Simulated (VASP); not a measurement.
A run of VASP 6.6.1 is set up as follows.

File INCAR:

```
PREC     = Accurate       # precision mode
ENCUT    = 520            # plane-wave cutoff, eV
EDIFF    = 1E-6           # SCF threshold, eV
ISMEAR   = 0              # smearing method
SIGMA    = 0.1            # smearing width, eV
LREAL    = F              # projectors in reciprocal space
LASPH    = T              # aspherical terms in the spheres
NELM     = 150            # most SCF steps
ALGO     = Normal         # electronic algorithm
ISIF     = 2              # what is computed and relaxed
LWAVE    = F              # write WAVECAR
LCHARG   = F              # write CHGCAR
ISPIN    = 2              # spin polarisation
MAGMOM   = 1.14 0.2       # initial moments
LORBIT   = 11             # projections on sites
LMAXMIX  = 4              # l up to which the mixer works
GGA      = PS             # functional
NBANDS   = 19             # bands
```

The input KPOINTS:

```
Automatic mesh
0
Gamma
  18 18 18
```

Contents of POSCAR:

```
NiO
1.0
    0.0000000000      2.0160427963      2.0160427963
    2.0160427963      0.0000000000      2.0160427963
    2.0160427963      2.0160427963      0.0000000000
Ni O
1 1
Direct
    0.0000000000      0.0000000000      0.0000000000
    0.5000000000      0.5000000000      0.5000000000
```

Potentials or basis: VASP PAW PBE potentials, release 64 (Ni, O).

The run is started by

```bash
$ cat potpaw_PBE.64/Ni/POTCAR potpaw_PBE.64/O/POTCAR > POTCAR
$ mpirun -np 1 vasp_std > vasp.out
```

Predict the site moments.

Ni +0.58; O +0.09 μB.

Predict the net moment.

0.69 μB per cell.

Caveat: a cell with one magnetic atom can't hold antiferromagnetic order, which such compounds often take.
